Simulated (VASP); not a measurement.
# Rh (Fm-3m) in VASP: a series of runs

Runs on Rh. Level: PBE. Tasks: relaxation of cell and atoms.

Program: VASP 6.6.1. These are calculated values, not measurements. Logs are shortened: lines on timing, memory, paths and dates and some standing lists are left out, and cuts for length are marked.

## 1. The cell of the first run

Symmetry: Fm-3m, No. 225, cubic system. Conventional cell: a = 3.830 Å, b = 3.830 Å, c = 3.830 Å, α = 90.00°, β = 90.00°, γ = 90.00°. Rh (site symmetry m-3m) has 12 Rh at 2.71 Å within 3.6 Å.

## 2. Relaxation of cell and atoms, PBE, non-collinear spin, zero start, spin-orbit coupling

Contents of INCAR:

```
PREC = Accurate ; ENCUT = 500
EDIFF = 1E-7 ; ISMEAR = -1
SIGMA = 0.05 ; LREAL = F
LASPH = T ; NELM = 200
ALGO = Normal ; ISIF = 3
LWAVE = F ; LCHARG = F
MAGMOM = 0 0 0 ; LORBIT = 11
LSORBIT = T ; GGA_COMPAT = F
LORBMOM = T ; LMAXMIX = 4
GGA = PE ; IBRION = 2
NSW = 60 ; EDIFFG = -0.005
NELMIN = 4
```

Contents of KPOINTS:

```
Automatic mesh
0
Gamma
  18 18 18
```

Contents of POSCAR:

```
Rh
1.0
    0.0000000000      1.9152057761      1.9152057761
    1.9152057761      0.0000000000      1.9152057761
    1.9152057761      1.9152057761      0.0000000000
Rh
1
Direct
    0.0000000000      0.0000000000      0.0000000000
```

Potentials or basis: VASP PAW PBE potentials, release 64 (Rh_pv).

On the command line:

```sh
> cat potpaw_PBE.64/Rh_pv/POTCAR > POTCAR
> mpirun -np 1 vasp_ncl > vasp.out
```

OUTCAR:

```text
PREC = Accurate
   ENCUT = 500
   EDIFF = 1E-7
   ISMEAR = -1
   LREAL = F
   LASPH = T
   NELM = 200
   ISIF = 3
   LORBIT = 11
   LSORBIT = T
   GGA = PE
   IBRION = 2
   NSW = 60
   EDIFFG = -0.005
   NELMIN = 4

 ion  position               nearest neighbor table
   1  0.000  0.000  0.000-

  LATTYP: Found a face centered cubic cell.
 ALAT       =     3.8304115522

  Lattice vectors:

 A1 = (   0.0000000000,   1.9152057761,   1.9152057761)
 A2 = (   1.9152057761,   0.0000000000,   1.9152057761)
 A3 = (   1.9152057761,   1.9152057761,   0.0000000000)

Analysis of symmetry for initial positions (statically):
=====================================================================
 Subroutine PRICEL returns:
 Original cell was already a primitive cell.

 Routine SETGRP: Setting up the symmetry group for a
 face centered cubic supercell.

 Subroutine GETGRP returns: Found 48 space group operations
 (whereof 48 operations were pure point group operations)
 out of a pool of 48 trial point group operations.

The static configuration has the point symmetry O_h .

Analysis of symmetry for dynamics (positions and initial velocities):
=====================================================================
 Subroutine PRICEL returns:
 Original cell was already a primitive cell.

 Routine SETGRP: Setting up the symmetry group for a
 face centered cubic supercell.

 Subroutine GETGRP returns: Found 48 space group operations
 (whereof 48 operations were pure point group operations)
 out of a pool of 48 trial point group operations.

The dynamic configuration has the point symmetry O_h .

Analysis of structural, dynamic, and magnetic symmetry:
=====================================================================
 Subroutine PRICEL returns:
 Original cell was already a primitive cell.

 Routine SETGRP: Setting up the symmetry group for a
 face centered cubic supercell.

 Subroutine GETGRP returns: Found 48 space group operations
 (whereof 48 operations were pure point group operations)
 out of a pool of 48 trial point group operations.

The overall configuration has the point symmetry O_h .

 Subroutine INISYM returns: Found 48 space group operations
 (whereof 48 operations are pure point group operations),
 and found     1 'primitive' translations

----------------------------------------------------------------------------------------

                                     Primitive cell

  volume of cell :      14.0500

  direct lattice vectors                    reciprocal lattice vectors
     0.000000000  1.915205776  1.915205776    -0.261068553  0.261068553  0.261068553
     1.915205776  0.000000000  1.915205776     0.261068553 -0.261068553  0.261068553
     1.915205776  1.915205776  0.000000000     0.261068553  0.261068553 -0.261068553

  length of vectors
     2.708509983  2.708509983  2.708509983     0.452183997  0.452183997  0.452183997

  position of ions in fractional coordinates (direct lattice)
     0.000000000  0.000000000  0.000000000

  ion indices of the primitive-cell ions
   primitive index   ion index
                 1           1

----------------------------------------------------------------------------------------

 KPOINTS: Automatic mesh

Automatic generation of k-mesh.
 Grid dimensions read from file:
 generate k-points for:   18   18   18

 Generating k-lattice:

  Cartesian coordinates                     Fractional coordinates (reciprocal lattice)
    -0.014503808  0.014503808  0.014503808     0.055555556  0.000000000  0.000000000
     0.014503808 -0.014503808  0.014503808     0.000000000  0.055555556  0.000000000
     0.014503808  0.014503808 -0.014503808     0.000000000  0.000000000  0.055555556

  Length of vectors
     0.025121333  0.025121333  0.025121333
[... 54 lines left out ...]
   EDIFF  = 0.1E-06   stopping-criterion for ELM
   LREAL  =      F    real-space projection
   EDIFFG = -.5E-02   stopping-criterion for IOM
   NSW    =     60    number of steps for IOM
   IBRION =      2    ionic relax: 0-MD 1-quasi-New 2-CG
   NFREE  =      1    steps in history (QN), initial steepest desc. (CG)
   ISIF   =      3    stress and relaxation
   ISYM   =      2    0-nonsym 1-usesym 2-fastsym
   POTIM  = 0.5000    time-step for ionic-motion
   TEBEG  =    0.0;   TEEND  =   0.0 temperature during run
   PSTRESS=    0.0 pullay stress
   NELECT =      15.0000    total number of electrons
   NUPDOWN=      -1.0000    fix difference up-down
   EMIN   =  10.00;   EMAX   =-10.00  energy-range for DOS
   EFERMI =   0.00;   METHOD = LEGACY
   ISMEAR =    -1;   SIGMA  =   0.05  broadening in eV -4-tet -1-fermi 0-gaus
   EFERMI_NEDOS =   21; number of points for ismear=-14 and -15
   IALGO  =     38    algorithm
   IMIX   =      4    mixing-type and parameters
     AMIX     =   0.40;   BMIX     =  1.00
     AMIX_MAG =   1.60;   BMIX_MAG =  1.00
  volume/ion in A,a.u.               =      14.05        94.81
  Fermi-wavevector in a.u.,A,eV,Ry     =   1.673195  3.161879 38.090604  2.799580
  Thomas-Fermi vector in A             =   2.758209
   LORBIT       =     11    0 simple, 1 ext, 2 COOP (PROOUT), +10 PAW based schemes
   GGA     = PE    functional components
   LHFCALC =     F    Hartree Fock is set to
   AEXX    =    0.0000 exact exchange contribution
   IVDW    =     0    specifies the selected vdW correction
   LEPSILON=     F    determine dielectric tensor
   LRPA    =     F    only Hartree local field effects (RPA)
 conjugate gradient relaxation of ions
  energy-cutoff  :      500.00
  volume of cell :       14.05
 maximum number of plane-waves:       738
   NGX =  9   NGY =  9   NGZ =  9

--------------------------------------- Ionic step        1  -------------------------------------------

 number of electron      15.0000000 magnetization       0.0000000      0.0000000      0.0000000

 number of electron      15.0000003 magnetization      -0.0000000     -0.0000000      0.0000000

 number of electron      15.0000003 magnetization       0.0000000      0.0000000     -0.0000000

 Free energy of the ion-electron system (eV)
  ---------------------------------------------------
  ext. energy  EPLUGINS =         0.00000000
  ---------------------------------------------------
  free energy    TOTEN  =        -7.41990629 eV

  energy without entropy =       -7.40859475  energy(sigma->0) =       -7.41425052

------------------------ aborting loop because EDIFF is reached ----------------------------------------

  FORCE on cell =-STRESS in cart. coord.  units (eV):
  Direction    XX          YY          ZZ          XY          YZ          ZX
  --------------------------------------------------------------------------------------
  -------------------------------------------------------------------------------------
  Total        0.0324567      0.0324567      0.0324567      0.0000000     -0.0000000      0.0000000
  in kB        3.7011631      3.7011631      3.7011631      0.0000000     -0.0000000      0.0000000
  external PRESSURE =       3.7011631 kB  Pullay stress =       0.0000000 kB
[... 63 lines left out ...]
 number of electron      15.0000003 magnetization      -0.0000000      0.0000000      0.0000000

 number of electron      15.0000003 magnetization       0.0000000     -0.0000000     -0.0000000

 Free energy of the ion-electron system (eV)
  ---------------------------------------------------
  ext. energy  EPLUGINS =         0.00000000
  ---------------------------------------------------
  free energy    TOTEN  =        -7.41993019 eV

  energy without entropy =       -7.40859081  energy(sigma->0) =       -7.41426050

 E-fermi :  11.4928     XC(G=0): -13.8831

 val. band max:       11.4898368774   @ k =  -0.2778   0.3333   0.1111
 cond. band min:      11.4982970504   @ k =   0.4444   0.3889   0.0000
 fundamental gap:      0.0084601730
 Fermi energy:        11.4927778675

 k-point     1 :       0.0000    0.0000    0.0000
  band No.  band energies     occupation
      1     -37.4449      1.00000
      2     -37.4449      1.00000
      3     -33.5957      1.00000
      4     -33.5957      1.00000
      5     -33.5957      1.00000
      6     -33.5957      1.00000
[... 589 lines left out ...]
     21      29.0967      0.00000
     22      29.0967      0.00000

 [... further k-points ...]
[... 5 lines left out ...]
  --------------------------------------------------------------------------------------
  -------------------------------------------------------------------------------------
  Total        0.0011487      0.0011487      0.0011487     -0.0000000      0.0000000      0.0000000
  in kB        0.1307965      0.1307965      0.1307965     -0.0000000      0.0000000      0.0000000
  external PRESSURE =       0.1307965 kB  Pullay stress =       0.0000000 kB
[... 16 lines left out ...]
  FREE ENERGIE OF THE ION-ELECTRON SYSTEM (eV)
  ---------------------------------------------------
  free  energy   TOTEN  =        -7.4199301944 eV

  energy  without entropy=       -7.4085908133  energy(sigma->0) =       -7.41426050

 reached required accuracy - stopping structural energy minimisation

 orbital moment (x)

 # of ion     p       d       tot
 ----------------------------------------
  1         0.000  -0.000  -0.000
 ----------------------------------------
            0.000  -0.000  -0.000

 orbital moment (y)

 # of ion     p       d       tot
 ----------------------------------------
  1         0.000  -0.000  -0.000
 ----------------------------------------
            0.000  -0.000  -0.000

 orbital moment (z)

 # of ion     p       d       tot
 ----------------------------------------
  1         0.000   0.000   0.000
 ----------------------------------------
            0.000   0.000   0.000

 Spin-Orbit-Coupling matrix elements

 Ion:    1  E_soc:     -0.3107900
 l=   1
     0.0000000    -0.0412887    -0.0412887
    -0.0412887     0.0000000    -0.0412887
    -0.0412887    -0.0412887     0.0000000
 l=   2
     0.0000000    -0.0018359     0.0000000    -0.0018359    -0.0086738
    -0.0018359     0.0000000    -0.0065054    -0.0018359    -0.0021685
     0.0000000    -0.0065054     0.0000000    -0.0065054     0.0000000
    -0.0018359    -0.0018359    -0.0065054     0.0000000    -0.0021685
    -0.0086738    -0.0021685     0.0000000    -0.0021685     0.0000000
 l=   3
     0.0000000     0.0000000     0.0000000     0.0000000     0.0000000     0.0000000     0.0000000
     0.0000000     0.0000000     0.0000000     0.0000000     0.0000000     0.0000000     0.0000000
     0.0000000     0.0000000     0.0000000     0.0000000     0.0000000     0.0000000     0.0000000
     0.0000000     0.0000000     0.0000000     0.0000000     0.0000000     0.0000000     0.0000000
     0.0000000     0.0000000     0.0000000     0.0000000     0.0000000     0.0000000     0.0000000
     0.0000000     0.0000000     0.0000000     0.0000000     0.0000000     0.0000000     0.0000000
     0.0000000     0.0000000     0.0000000     0.0000000     0.0000000     0.0000000     0.0000000

 total charge

# of ion       s       p       d       tot
------------------------------------------
    1        0.404   6.289   7.056  13.749

 magnetization (x)

# of ion       s       p       d       tot
------------------------------------------
    1        0.000   0.000  -0.000  -0.000

 magnetization (y)

# of ion       s       p       d       tot
------------------------------------------
    1        0.000   0.000   0.000   0.000

 magnetization (z)

# of ion       s       p       d       tot
------------------------------------------
    1       -0.000   0.000  -0.000  -0.000
```

Wall time 5.9 min (1 thread of Oxide Virtual Turin-like, shared host); peak memory 0.19 GiB.

Results:

```yaml
Free_energy: -7.4199 eV
Relaxed_volume: 14.07 Å³/atom
Relaxed_cell: a = 2.710 Å, b = 2.710 Å, c = 2.710 Å, α = 60.00°, β = 60.00°, γ = 60.00°
Space_group_after_relaxing_to_0.1_Å: Fm-3m (No. 225)
Energy_gained_by_relaxing: 0.0 meV/atom
Ionic_steps: 3
Pressure_after_relaxing: 0.0 GPa
Net_moment: 0.00 μB per cell
Valence_electrons_inside_the_program's_atomic_spheres: Rh 13.75
```

Final structure:
```xyz
1
Lattice="0.0000 1.9161 1.9161 1.9161 0.0000 1.9161 1.9161 1.9161 0.0000" Properties=species:S:1:pos:R:3 pbc="T T T"
Rh    0.0000    0.0000    0.0000
```

Moments on the atoms (μB; x, y, z):
```
Rh  0.00 0.00 0.00
```

## 3. Relaxation of cell and atoms, PBE, non-collinear spin, zero start, spin-orbit coupling

Contents of INCAR:

```
PREC = Accurate ; ENCUT = 500
EDIFF = 1E-7 ; ISMEAR = -1
SIGMA = 0.05 ; LREAL = False
LASPH = True ; NELM = 200
ALGO = Normal ; ISIF = 3
LWAVE = False ; LCHARG = False
MAGMOM = 0 0 0 ; LORBIT = 11
LSORBIT = True ; GGA_COMPAT = False
LORBMOM = True ; LMAXMIX = 4
GGA = PE ; IBRION = 2
NSW = 45 ; EDIFFG = -0.005
NELMIN = 4
```

KPOINTS is that of step 2.

Contents of POSCAR:

```
Rh
1.0
    0.0000000000      1.9155708455      1.9155708455
    1.9155708455      0.0000000000      1.9155708455
    1.9155708455      1.9155708455      0.0000000000
Rh
1
Direct
    0.0000000000      0.0000000000      0.0000000000
```

Potentials or basis: VASP PAW PBE potentials, release 64 (Rh_pv).

On the command line:

```sh
> cat potpaw_PBE.64/Rh_pv/POTCAR > POTCAR
> mpirun -np 1 vasp_ncl > vasp.out
```

Run time: 6.3 min. Hardware: 1 thread of Oxide Virtual Turin-like, shared host; peak memory 0.18 GiB.

It converged, with:

| Quantity | Value |
| --- | --- |
| Free energy | -7.4199 eV |
| Relaxed volume | 14.07 Å³/atom |
| Relaxed cell | a = 2.710 Å, b = 2.710 Å, c = 2.710 Å, α = 60.00°, β = 60.00°, γ = 60.00° |
| Space group after relaxing (to 0.1 Å) | Fm-3m (No. 225) |
| Energy gained by relaxing | 0.0 meV/atom |
| Ionic steps | 3 |
| Pressure after relaxing | 0.0 GPa |
| Net moment | 0.00 μB per cell |
| Valence electrons inside the program's atomic spheres | Rh 13.75 |

Final structure:
```cif
data_structure
_symmetry_space_group_name_H-M 'P 1'
_symmetry_Int_Tables_number 1
_cell_length_a 2.7098
_cell_length_b 2.7098
_cell_length_c 2.7098
_cell_angle_alpha 60.000
_cell_angle_beta 60.000
_cell_angle_gamma 60.000
_cell_volume 14.07
loop_
_atom_site_label
_atom_site_type_symbol
_atom_site_fract_x
_atom_site_fract_y
_atom_site_fract_z
_atom_site_occupancy
Rh1 Rh 0.00000 0.00000 0.00000 1
```

Moments on the atoms (μB; x, y, z):
```
Rh  0.00 0.00 0.00
```
